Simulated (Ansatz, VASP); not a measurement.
Zn: VASP beside Ansatz

INCAR

```
SYSTEM = Zn
ALGO = Normal ; EDIFF = 1E-7
ENCUT = 520 ; GGA = PS
ISIF = 2 ; ISMEAR = -1
LASPH = .TRUE. ; LCHARG = .FALSE.
LREAL = .FALSE. ; LWAVE = .FALSE.
NBANDS = 19 ; NELM = 60
PREC = Accurate ; SIGMA = 0.1
```

KPOINTS

```
k-points
0
G
  16 16 8
  0 0 0
```

The input POSCAR:

```
Zn
1.0
    1.2948487924     -2.2427438966      0.0000000000
    1.2948487924      2.2427438966      0.0000000000
    0.0000000000      0.0000000000      4.9176337507
Zn
2
Direct
    0.6666666670      0.3333333330      0.2500000000
    0.3333333330      0.6666666670      0.7500000000
```

Input for Ansatz:

```yaml
crystal:
  lattice:
    - [1.2948487924, -2.2427438966, 0.0]
    - [1.2948487924, 2.2427438966, 0.0]
    - [0.0, 0.0, 4.9176337507]
  atoms:
    - { symbol: Zn, position: [0.666666667, 0.333333333, 0.25] }
    - { symbol: Zn, position: [0.333333333, 0.666666667, 0.75] }
kpoints:
  mp_grid: { grid: [16, 16, 8] }
scf:
  occupations: { method: fermi_dirac, width: 0.1 }
hamiltonian:
  xc: pbesol
  pseudopotentials: { kind: all_electron, lapw: { basis_error: 0.001 } }
output:
  forces: true
  stress: true
  eigenvalues: true
```

Alike in both runs: task single point; functional PBEsol; k mesh 16 × 16 × 8; occupations fermi-dirac, width 0.1 eV; no spin polarisation.

|  | VASP | Ansatz |
| --- | --- | --- |
| version | VASP 6.6.1 | Ansatz 0.2.0 |
| potentials or method | VASP PAW PBE potentials, release 64 (Zn), cutoff 520 eV | all-electron LAPW, scalar-relativistic |

```tsv
	VASP	Ansatz	Ansatz less VASP
pressure (GPa)	0.5	0.0	-0.46
traceless stress, the component that is largest in VASP (GPa)	-2.64	-2.45	+0.188
```

VASP's potentials were made for PBE, not for PBEsol. Ansatz ran all-electron here, and VASP with PAW potentials.
